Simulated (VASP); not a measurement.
A run of VASP 6.6.1 is set up as follows.

Contents of INCAR:

```
SYSTEM = Al
  ALGO = Fast
  EDIFF = 1E-6
  ENCUT = 520
  GGA = CA
  ISIF = 2
  ISMEAR = 0
  LASPH = .TRUE.
  LCHARG = .FALSE.
  LREAL = .FALSE.
  LWAVE = .FALSE.
  NBANDS = 18
  NELM = 80
  PREC = Accurate
  SIGMA = 0.15
```

The input KPOINTS:

```
k-points
0
G
  19 19 4
  0 0 0
```

Contents of POSCAR:

```
Al
1.0
    2.0239800000     -2.0239800000      0.0000000000
    2.0239800000      0.0000000000     -2.0239800000
    8.6732702692      8.6732702692      8.6732702692
Al
6
Direct
    0.6666666667      0.6666666667      0.0777705579
    0.0000000000      0.0000000000      0.8556317096
    0.3333333333      0.3333333333      0.2333427883
    0.6666666667      0.6666666667      0.5444872489
    0.0000000000      0.0000000000      0.3889150186
    0.3333333333      0.3333333333      0.7000594792
```

Potentials or basis: VASP PAW LDA potentials, release 64 (Al).

Command:

```sh
$ cat potpaw_LDA.64/Al/POTCAR > POTCAR
$ mpirun -np 1 vasp_std > vasp.out
```

Task: Predict the pressure.

Result: -4.8 GPa.

Task: Predict the largest force.

Result: 0.331 eV/Å.

Task: What does it give for the band gap on the k mesh?

Result: Zero (bands 9 and 10 overlap by 4.36 eV).

Stress tensor (GPa, compression positive):
```
-4.75  0.14  0.14
 0.14 -4.75  0.14
 0.14  0.14 -4.75
```

Caveat: the cell differs from its parent crystal (the distance across one plane changed); the cell stands under tension.
